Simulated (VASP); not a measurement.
# FeNi3 (Pm-3m) in VASP: a series of runs, part 3 of 3

VASP 6.6.1. Earlier steps stand in the parts before.

### 5 Single point, PBE, collinear spin, ferromagnetic start

This run uses another cell than the first one, of 11.14 Å³/atom.

Contents of INCAR:

```
PREC = Accurate
ENCUT = 520
EDIFF = 1E-6
ISMEAR = -1
SIGMA = 0.05
LREAL = False
LASPH = True
NELM = 150
ALGO = Fast
ISIF = 2
LWAVE = False
LCHARG = False
ISPIN = 2
MAGMOM = 1 1 1 3
LORBIT = 11
LMAXMIX = 4
GGA = PE
NBANDS = 31
```

Contents of KPOINTS:

```
Automatic mesh
0
Gamma
  8 8 8
```

Contents of POSCAR:

```
FeNi3
1.0
    3.5450000000      0.0000000000      0.0000000000
    0.0000000000      3.5450000000      0.0000000000
    0.0000000000      0.0000000000      3.5450000000
Ni Fe
3 1
Direct
    0.5000000000      0.5000000000      0.0000000000
    0.5000000000      0.0000000000      0.5000000000
    0.0000000000      0.5000000000      0.5000000000
    0.0000000000      0.0000000000      0.0000000000
```

Potentials or basis: VASP PAW PBE potentials, release 64 (Ni, Fe).

On the command line:

```sh
$ cat potpaw_PBE.64/Ni/POTCAR potpaw_PBE.64/Fe/POTCAR > POTCAR
$ mpirun -np 1 vasp_std > vasp.out
```

OUTCAR:

```text
PREC = Accurate
   ENCUT = 520
   EDIFF = 1E-6
   ISMEAR = -1
   LREAL = False
   LASPH = True
   NELM = 150
   ISIF = 2
   ISPIN = 2
   LORBIT = 11
   GGA = PE

 ion  position               nearest neighbor table
   1  0.500  0.500  0.000-   2 2.51   3 2.51   4 2.51   2 2.51   3 2.51   2 2.51   4 2.51   2 2.51
                             3 2.51   4 2.51   3 2.51   4 2.51
   2  0.500  0.000  0.500-   1 2.51   3 2.51   4 2.51   1 2.51   4 2.51   1 2.51   3 2.51   1 2.51
                             3 2.51   4 2.51   4 2.51   3 2.51
   3  0.000  0.500  0.500-   1 2.51   2 2.51   4 2.51   1 2.51   4 2.51   2 2.51   4 2.51   4 2.51
                             1 2.51   2 2.51   1 2.51   2 2.51
   4  0.000  0.000  0.000-   1 2.51   2 2.51   3 2.51   2 2.51   3 2.51   1 2.51   3 2.51   3 2.51
                             1 2.51   2 2.51   2 2.51   1 2.51

  LATTYP: Found a simple cubic cell.
 ALAT       =     3.5450000000

  Lattice vectors:

 A1 = (   3.5450000000,   0.0000000000,   0.0000000000)
 A2 = (   0.0000000000,   3.5450000000,   0.0000000000)
 A3 = (   0.0000000000,   0.0000000000,   3.5450000000)

Analysis of symmetry for initial positions (statically):
=====================================================================
 Subroutine PRICEL returns:
 Original cell was already a primitive cell.

 Routine SETGRP: Setting up the symmetry group for a
 simple cubic supercell.

 Subroutine GETGRP returns: Found 48 space group operations
 (whereof 48 operations were pure point group operations)
 out of a pool of 48 trial point group operations.

The static configuration has the point symmetry O_h .

Analysis of symmetry for dynamics (positions and initial velocities):
=====================================================================
 Subroutine PRICEL returns:
 Original cell was already a primitive cell.

 Routine SETGRP: Setting up the symmetry group for a
 simple cubic supercell.

 Subroutine GETGRP returns: Found 48 space group operations
 (whereof 48 operations were pure point group operations)
 out of a pool of 48 trial point group operations.

[... 168 lines left out ...]

 val. band max:        8.5642441757   @ k =   0.0000   0.0000   0.0000
 cond. band min:       8.5682131398   @ k =   0.3750   0.2500   0.0000
 fundamental gap:      0.0039689641
 Fermi energy:         8.5676077101

 spin component 1

 k-point     1 :       0.0000    0.0000    0.0000
  band No.  band energies     occupation
      1      -0.4953      1.00000
      2       3.2779      1.00000
      3       3.2779      1.00000
      4       3.9498      1.00000
      5       4.0139      1.00000
      6       4.0139      1.00000
[... 805 lines left out ...]
     30      22.3274      0.00000
     31      24.9755      0.00000

 [... further k-points ...]

 spin component 2

 k-point     1 :       0.0000    0.0000    0.0000
  band No.  band energies     occupation
      1      -0.4545      1.00000
      2       4.3287      1.00000
      3       4.3287      1.00000
      4       4.3329      1.00000
      5       5.0256      1.00000
      6       5.0257      1.00000
[... 805 lines left out ...]
     30      22.7400      0.00000
     31      24.9602      0.00000

 [... further k-points ...]

------------------------ aborting loop because EDIFF is reached ----------------------------------------

  FORCE on cell =-STRESS in cart. coord.  units (eV):
  Direction    XX          YY          ZZ          XY          YZ          ZX
  --------------------------------------------------------------------------------------
  -------------------------------------------------------------------------------------
  Total       -0.0282095     -0.0282095     -0.0282095     -0.0000000     -0.0000000     -0.0000000
  in kB       -1.0145119     -1.0145119     -1.0145119     -0.0000000     -0.0000000     -0.0000000
  external PRESSURE =      -1.0145119 kB  Pullay stress =       0.0000000 kB

 VOLUME and BASIS-vectors are now :
 -----------------------------------------------------------------------------
  energy-cutoff  :      520.00
  volume of cell :       44.55
      direct lattice vectors                 reciprocal lattice vectors
     3.545000000  0.000000000  0.000000000     0.282087447  0.000000000  0.000000000
     0.000000000  3.545000000  0.000000000     0.000000000  0.282087447  0.000000000
     0.000000000  0.000000000  3.545000000     0.000000000  0.000000000  0.282087447

 POSITION                                       TOTAL-FORCE (eV/Angst)
 -----------------------------------------------------------------------------------
      1.77250      1.77250      0.00000         0.000000      0.000000      0.000000
      1.77250      0.00000      1.77250         0.000000      0.000000      0.000000
      0.00000      1.77250      1.77250         0.000000      0.000000      0.000000
      0.00000      0.00000      0.00000         0.000000      0.000000      0.000000
 -----------------------------------------------------------------------------------
    total drift:                                0.000000      0.000000      0.000000

  FREE ENERGIE OF THE ION-ELECTRON SYSTEM (eV)
  ---------------------------------------------------
  free  energy   TOTEN  =       -25.0079984703 eV

  energy  without entropy=      -24.9801861761  energy(sigma->0) =      -24.99409232

 total charge

# of ion       s       p       d       tot
------------------------------------------
    1        0.504   0.510   8.322   9.336
    2        0.504   0.510   8.322   9.336
    3        0.504   0.510   8.322   9.336
    4        0.474   0.502   6.110   7.086
--------------------------------------------------
tot          1.985   2.031  31.077  35.093

 magnetization (x)

# of ion       s       p       d       tot
------------------------------------------
    1       -0.015  -0.044   0.704   0.645
    2       -0.015  -0.044   0.704   0.645
    3       -0.015  -0.044   0.704   0.645
    4        0.012   0.000   2.901   2.914
--------------------------------------------------
tot         -0.034  -0.131   5.013   4.848
```

stdout:

```text
POSCAR found type information on POSCAR NiFe
 POSCAR found :  2 types and       4 ions
 scaLAPACK will be used
 LDA part: xc-table for (Slater+PW92), standard interpolation
 POSCAR, INCAR and KPOINTS ok, starting setup
 FFT: planning ... GRIDC
 FFT: planning ... GRID_SOFT
 FFT: planning ... GRID
 WAVECAR not read
 entering main loop
```

Run time: 2.1 min. Hardware: 1 thread of Intel Xeon 8259CL, shared host; peak memory 0.22 GiB.

Results:

```
Free energy                                           : -25.0080 eV
Pressure                                              : -0.1 GPa
Net moment                                            : 4.82 μB per cell
Site moments                                          : Ni +0.65; Fe +2.91 μB
Valence electrons inside the program's atomic spheres : Ni 9.34; Fe 7.09
```

Levels at points of the mesh, in eV from the Fermi level:
Spin up:
```tsv
k point	band 19	band 20	band 21	band 22	band 23	band 24
(0.00, 0.00, 0.00)	-0.64	-0.64	-0.64	2.25	2.25	2.25
(0.50, 0.00, 0.00)	-1.43	-1.05	-0.73	-0.64	7.48	7.48
(0.50, 0.50, 0.00)	-1.52	-1.48	0.73	0.73	0.77	0.79
(0.50, 0.50, 0.50)	-0.81	-0.81	-0.50	-0.50	-0.50	-0.36
```
Spin down:
```csv
k point,band 13,band 14,band 15,band 16,band 17,band 18,band 19,band 20,band 21,band 22
"(0.00, 0.00, 0.00)",0.00,0.29,0.29,0.29,0.99,0.99,1.25,1.25,1.25,2.28
"(0.50, 0.00, 0.00)",-0.94,-0.94,-0.85,-0.40,-0.12,-0.12,0.29,0.52,0.62,1.22
"(0.50, 0.50, 0.00)",-1.21,-1.21,-1.19,-0.80,-0.66,0.17,0.17,0.40,1.41,1.41
"(0.50, 0.50, 0.50)",-0.49,-0.46,-0.46,-0.46,0.07,0.07,0.07,0.79,0.79,0.79
```

### 6 Overview

```tsv
cell	gap on the mesh (eV)	pressure (GPa)	moment (μB)
a = 3.473 Å, 4 atoms	none	13.5	4.65
a = 3.497 Å, 4 atoms	none	8.4	4.71
a = 3.521 Å, 4 atoms	none	3.9	4.77
a = 3.545 Å, 4 atoms	none	-0.1	4.82
```

Alike in all rows: task single point; level PBE; potentials or basis VASP PAW PBE potentials, release 64 (Ni, Fe); spin collinear, ferromagnetic start; k mesh 8 × 8 × 8; cutoff (eV) 520; smearing fermi-dirac 0.05 eV.

Caveats: the cell stands under pressure (at least some runs).

Absolute energies hang on the potentials; compare differences alone.
